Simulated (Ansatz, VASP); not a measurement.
# Cs in VASP and in Ansatz

File INCAR:

```
PREC     = Accurate       # precision mode
ENCUT    = 520            # plane-wave cutoff, eV
EDIFF    = 1E-6           # SCF threshold, eV
ISMEAR   = 0              # smearing method
SIGMA    = 0.1            # smearing width, eV
LREAL    = False          # projectors in reciprocal space
LASPH    = True           # aspherical terms in the spheres
NELM     = 100            # most SCF steps
ALGO     = Fast           # electronic algorithm
ISIF     = 2              # what is computed and relaxed
LWAVE    = False          # write WAVECAR
LCHARG   = False          # write CHGCAR
GGA      = PS             # functional
NBANDS   = 26             # bands
```

File KPOINTS:

```
regular mesh
0
Gamma
  12 12 4
```

POSCAR

```
Cs
1.0
    5.3666386631      0.0000000000      0.0000000000
   -2.6833193315      4.6476454151      0.0000000000
    0.0000000000      0.0000000000     17.5460180080
Cs
4
Direct
    0.0000000000      0.0000000000      0.0000000000
    0.3333333333      0.6666666667      0.2500000000
    0.0000000000      0.0000000000      0.5000000000
    0.6666666667      0.3333333333      0.7500000000
```

Input for Ansatz:

```yaml
crystal:
  lattice:
    - [5.3666386631, 0.0, 0.0]
    - [-2.6833193315, 4.6476454151, 0.0]
    - [0.0, 0.0, 17.546018008]
  atoms:
    - { symbol: Cs, position: [0.0, 0.0, 0.0] }
    - { symbol: Cs, position: [0.3333333333, 0.6666666667, 0.25] }
    - { symbol: Cs, position: [0.0, 0.0, 0.5] }
    - { symbol: Cs, position: [0.6666666667, 0.3333333333, 0.75] }
basis:
  ecutwfc: 420
kpoints:
  mp_grid: { grid: [12, 12, 4] }
hamiltonian:
  xc: pbesol
scf:
  occupations: { method: gaussian, width: 0.1 }
output:
  forces: true
  stress: true
  eigenvalues: true
```

Alike in both runs: task single point; functional PBEsol; k mesh 12 × 12 × 4; occupations gaussian, width 0.1 eV; no spin polarisation.

|  | VASP | Ansatz |
| --- | --- | --- |
| version | VASP 6.6.1 | Ansatz 0.2.0 |
| potentials or method | VASP PAW PBE potentials, release 64 (Cs_sv), cutoff 520 eV | scalar-relativistic, plane waves, PAW |
| valence electrons in the cell | 36 | 36 |

```csv
,VASP,Ansatz,Ansatz less VASP
gap on the k mesh at the Fermi level (eV),none,none,-
pressure (GPa),0.0,0.0,+0.01
```

VASP's potentials were made for PBE, not for PBEsol. A gap of «none» marks a metal or a gap that the smearing closes. With one functional, cell and mesh, what is left measures potentials, basis and numerics.

Neither program's run includes spin-orbit coupling.
